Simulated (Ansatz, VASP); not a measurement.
# MnO2 in VASP and in Ansatz

```
Mn O
1.0
     4.39600    0.00000    0.00000
     0.00000    4.39600    0.00000
     0.00000    0.00000    2.87100
Mn O
2 4
Direct
  0.00000 0.00000 0.00000
  0.50000 0.50000 0.50000
  0.30200 0.30200 0.00000
  0.19800 0.80200 0.50000
  0.69800 0.69800 0.00000
  0.80200 0.19800 0.50000
```

Alike in both runs: task single point; functional LDA; k mesh 4 × 4 × 7; occupations gaussian, width 0.05 eV; no spin polarisation; Hubbard terms Mn d U = 4.0 eV.

```csv
,VASP,Ansatz
version,VASP 6.6.1,Ansatz 0.2.0
potentials or method,"VASP PAW LDA potentials, release 64 (Mn_pv, O), cutoff 520 eV","scalar-relativistic, plane waves, PAW"
valence electrons in the cell,50,54
```

```csv
,VASP,Ansatz,Ansatz less VASP
gap on the k mesh at the Fermi level (eV),none,none,-
pressure (GPa),-18.4,-20.7,-2.32
"traceless stress, the component that is largest in VASP (GPa)",4.27,4.37,+0.102
rms of the force components (eV/Å),0.120,0.150,+0.0306
```

LDA's correlation is that of Perdew and Zunger in VASP and of Perdew and Wang (1992) in Ansatz. The programs project onto different local orbitals, so the same U acts differently, and such runs can settle in different states. Atom by atom the forces differ by 0.031 eV/Å (rms over components). A gap of «none» marks a metal or a gap that the smearing closes. VASP's potentials hold 50 valence electrons a cell and Ansatz's 54, so a difference there can come from the potentials and not from the codes. Ansatz's warnings: filled band counts differ across k points.
